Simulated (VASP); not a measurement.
A run of VASP 6.6.1 is set up as follows.

File POSCAR:

```
Tl
1.0
    3.5949929164      0.0000000000      0.0000000000
   -1.7974964582      3.1133551920      0.0000000000
    0.0000000000      0.0000000000      5.3905776402
Tl
2
Direct
    0.3333333333      0.6666666667      0.2500000000
    0.6666666667      0.3333333333      0.7500000000
```

Contents of INCAR.step1:

```
SYSTEM = Tl
ALGO = Normal
EDIFF = 1E-4
ENCUT = 520
GGA = PE
ISMEAR = 0
LASPH = .TRUE.
LCHARG = .FALSE.
LREAL = .FALSE.
LWAVE = .TRUE.
NBANDS = 20
NELM = 100
PREC = Accurate
SIGMA = 0.1
```

File INCAR.step2:

```
SYSTEM = Tl
ALGO = Normal
EDIFF = 1E-6
ENCUT = 520
ISIF = 2
ISMEAR = 0
ISTART = 1
LASPH = .TRUE.
LCHARG = .TRUE.
LELF = .TRUE.
LMIXTAU = .TRUE.
LREAL = .FALSE.
LVHAR = .TRUE.
LWAVE = .FALSE.
METAGGA = R2SCAN
NBANDS = 20
NELM = 100
PREC = Accurate
SIGMA = 0.1
```

Contents of KPOINTS:

```
k-points
0
G
  12 12 8
  0 0 0
```

Potentials or basis: VASP PAW PBE potentials, release 64 (Tl_d).

Command:

```console
$ cat potpaw_PBE.64/Tl_d/POTCAR > POTCAR
$ cp INCAR.step1 INCAR
$ mpirun -np 1 vasp_std > vasp.out
$ cp INCAR.step2 INCAR
$ mpirun -np 1 vasp_std > vasp.out
```

Question: What does it give for the band gap on the k mesh?

Answer: Zero (bands 13 and 14 overlap by 6.36 eV).

Question: What does it give for the pressure?

Answer: 0.0 GPa.

Caveat: the PAW data sets were made with another functional, which shifts forces and pressure a little; spin-orbit coupling is left out, which moves the levels of the heavy elements.
